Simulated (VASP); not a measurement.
Runs of VASP 6.6.1 on GdO. The structure is that of space group F-43m (No. 216), or close to it. The cells are those of the table. 

```csv
level,cell,share of exact exchange,screening parameter,gap on the mesh (eV),pressure (GPa),moment (μB)
PBEsol-based screened hybrid with 25 % exact exchange,"a = 3.760 Å, angles 60.0°, 2 atoms",0.25,0.207 1/Å,none,0.2,7.98
B3LYP,"a = 3.818 Å, angles 60.0°, 2 atoms",0.2,-,none,(b),7.98
PBEsol-based global hybrid with 25 % exact exchange,"a = 3.760 Å, angles 60.0°, 2 atoms",0.25,-,none,0.1,7.98
HSE06,"a = 3.818 Å, angles 60.0°, 2 atoms",0.25,0.2079 1/Å,none,(a),7.99
```

Alike in all rows: task single point; potentials or basis VASP PAW PBE potentials, release 64 (Gd, O); spin collinear, ferromagnetic start; k mesh 5 × 5 × 5; cutoff (eV) 520; smearing fermi-dirac 0.05 eV.

Question: Fill in the values left out.

Answer: (a) -2.2; (b) 1.0.

Caveats: all runs use coarse meshes; the PAW data sets were made with another functional, which shifts forces and pressure a little; spin-orbit coupling is left out, which moves the levels of the heavy elements; a cell with one magnetic atom can't hold antiferromagnetic order, which such compounds often take.

A k mesh can miss the band edges, and the runs leave out spin-orbit coupling on Gd.

A gap of «none» marks levels without a gap at the run's occupations.
